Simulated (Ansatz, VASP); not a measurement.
**Two plane-wave programs on PbO**

File INCAR:

```
PREC = Accurate
ENCUT = 520
EDIFF = 1E-6
ISMEAR = 0
SIGMA = 0.01
LREAL = False
LASPH = True
NELM = 80
ALGO = Normal
ISIF = 2
LWAVE = False
LCHARG = True
GGA = PS
LELF = True
LVHAR = True
NBANDS = 28
```

Contents of KPOINTS:

```
regular mesh
0
Gamma
  4 4 4
```

POSCAR

```
PbO
1.0
    3.9900000000      0.0000000000      0.0000000000
    0.0000000000      3.9900000000      0.0000000000
    0.0000000000      0.0000000000      5.0100000000
Pb O
2 2
Direct
    0.0000000000      0.5000000000      0.2400000000
    0.5000000000      0.0000000000      0.7600000000
    0.0000000000      0.0000000000      0.0000000000
    0.5000000000      0.5000000000      0.0000000000
```

Input for Ansatz:

```yaml
crystal:
  lattice:
    a: 3.99
    b: 3.99
    c: 5.01
    alpha: 90.0
    beta: 90.0
    gamma: 90.0
  atoms:
    - { symbol: Pb, position: [0.0, 0.5, 0.24] }
    - { symbol: Pb, position: [0.5, 0.0, 0.76] }
    - { symbol: O, position: [0.0, 0.0, 0.0] }
    - { symbol: O, position: [0.5, 0.5, 0.0] }
basis:
  ecutwfc: 475.0
kpoints:
  mp_grid:
    grid: [4, 4, 4]
hamiltonian:
  xc: pbesol
scf:
  occupations:
    method: fixed
output:
  stress: true
```

Alike in both runs: task single point; functional PBEsol; k mesh 4 × 4 × 4; no spin polarisation.

|  | VASP | Ansatz |
| --- | --- | --- |
| version | VASP 6.6.1 | Ansatz 0.2.0 |
| potentials or method | VASP PAW PBE potentials, release 64 (Pb_d, O), cutoff 520 eV | plane waves, PAW |
| occupations | gaussian, width 0.01 eV | fixed |
| valence electrons in the cell | 40 | 40 |

VASP gave:

| Property | Result |
| --- | --- |
| pressure (GPa) | -0.8 |
| traceless stress, the component that is largest in VASP (GPa) | -0.26 |

Q: What did Ansatz give for the same quantities?

A: Pressure (GPa): -0.9; traceless stress, the component that is largest in VASP (GPa): -0.25.

VASP's potentials were made for PBE, not for PBEsol.

Neither program's run includes spin-orbit coupling.
